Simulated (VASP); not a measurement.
Write the native input for VASP 6.6.1 that does the following.

```
Task                   : single point
Functional             : r2SCAN
Potentials or basis    : VASP PAW PBE potentials, release 64 (Cu)
Cutoff                 : 520 eV
k mesh                 : 20 × 20 × 20
Occupations            : gaussian, width 0.1 eV
Spin                   : no spin polarisation
Dipole correction      : no
Further INCAR settings : ALGO = Normal; EDIFF = 1e-06; NBANDS = 12
```

Cu:

```
Cu
1.0
    -1.45917    1.45917    1.37483
     1.45917   -1.45917    1.37483
     1.45917    1.45917   -1.37483
Cu
1
Direct
  0.00000 0.00000 0.00000
```

The input as run:

POSCAR

```
Cu
1.0
   -1.4591694568      1.4591694568      1.3748317737
    1.4591694568     -1.4591694568      1.3748317737
    1.4591694568      1.4591694568     -1.3748317737
Cu
1
Direct
    0.0000000000      0.0000000000      0.0000000000
```

INCAR.step1

```
SYSTEM = Cu
ALGO     = Normal         ! electronic algorithm
EDIFF    = 1E-4           ! SCF threshold, eV
ENCUT    = 520            ! plane-wave cutoff, eV
GGA      = PE             ! functional
ISMEAR   = 0              ! smearing method
LASPH    = .TRUE.         ! aspherical terms in the spheres
LCHARG   = .FALSE.        ! write CHGCAR
LREAL    = .FALSE.        ! projectors in reciprocal space
LWAVE    = .TRUE.         ! write WAVECAR
NBANDS   = 12             ! bands
NELM     = 100            ! most SCF steps
PREC     = Accurate       ! precision mode
SIGMA    = 0.1            ! smearing width, eV
```

INCAR.step2

```
SYSTEM = Cu
ALGO     = Normal         ! electronic algorithm
EDIFF    = 1E-6           ! SCF threshold, eV
ENCUT    = 520            ! plane-wave cutoff, eV
ISIF     = 2              ! what is computed and relaxed
ISMEAR   = 0              ! smearing method
ISTART   = 1            
LASPH    = .TRUE.         ! aspherical terms in the spheres
LCHARG   = .TRUE.         ! write CHGCAR
LELF     = .TRUE.         ! ELF
LMIXTAU  = .TRUE.       
LREAL    = .FALSE.        ! projectors in reciprocal space
LVHAR    = .TRUE.       
LWAVE    = .FALSE.        ! write WAVECAR
METAGGA  = R2SCAN         ! meta-GGA
NBANDS   = 12             ! bands
NELM     = 100            ! most SCF steps
PREC     = Accurate       ! precision mode
SIGMA    = 0.1            ! smearing width, eV
```

KPOINTS

```
k-points
0
G
  20 20 20
  0 0 0
```

Potentials or basis: VASP PAW PBE potentials, release 64 (Cu).

Launch:

```bash
$ cat potpaw_PBE.64/Cu/POTCAR > POTCAR
$ cp INCAR.step1 INCAR
$ mpirun -np 1 vasp_std > vasp.out
$ cp INCAR.step2 INCAR
$ mpirun -np 1 vasp_std > vasp.out
```

It gave:

| Quantity | Value |
| --- | --- |
| Pressure | -2.4 GPa |

Caveat: the PAW data sets were made with another functional, which shifts forces and pressure a little.

Wall time 2.4 min on 1 thread of Intel(R) Xeon(R) 6975P-C (Granite Rapids) (shared host), peak memory 0.19 GiB.
